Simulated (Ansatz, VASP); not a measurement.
One calculation of BaTe, two programs

```
CELL_PARAMETERS angstrom
4.26247 0.00000 0.00000
0.00000 4.26247 0.00000
0.00000 0.00000 4.26247
ATOMIC_POSITIONS crystal
Ba 0.00000 0.07331 0.00000
Te 0.50000 0.50000 0.50000
```

Change from the starting cell: all Ba atoms moved +0.312 Å, as atom 1 along Cartesian [0 1 0].

Alike in both runs: task single point; functional PBE; k mesh 6 × 6 × 6; occupations gaussian, width 0.05 eV; no spin polarisation.

```csv
,VASP,Ansatz
version,VASP 6.6.1,Ansatz 0.2.0
potentials or method,"VASP PAW PBE potentials, release 64 (Ba_sv, Te), cutoff 520 eV","scalar-relativistic, plane waves, PAW"
valence electrons in the cell,16,26
```

Ansatz gave:

| Item | Value |
| --- | --- |
| gap on the k mesh at the Fermi level (eV) | 0.94 |
| least direct gap on the mesh (eV) | 1.19 |
| pressure (GPa) | 0.3 |
| traceless stress, the component that is largest in VASP (GPa) | -0.10 |
| rms of the force components (eV/Å) | 0.180 |

Q: Estimate VASP's values.

A: gap on the k mesh at the Fermi level (eV): 0.86; least direct gap on the mesh (eV): 1.11; pressure (GPa): 0.8; traceless stress, the component that is largest in VASP (GPa): -0.13; rms of the force components (eV/Å): 0.195.

Atom by atom the forces differ by 0.015 eV/Å (rms over components). VASP's potentials hold 16 valence electrons a cell and Ansatz's 26, so a difference there can come from the potentials and not from the codes.

Neither program's run includes spin-orbit coupling.
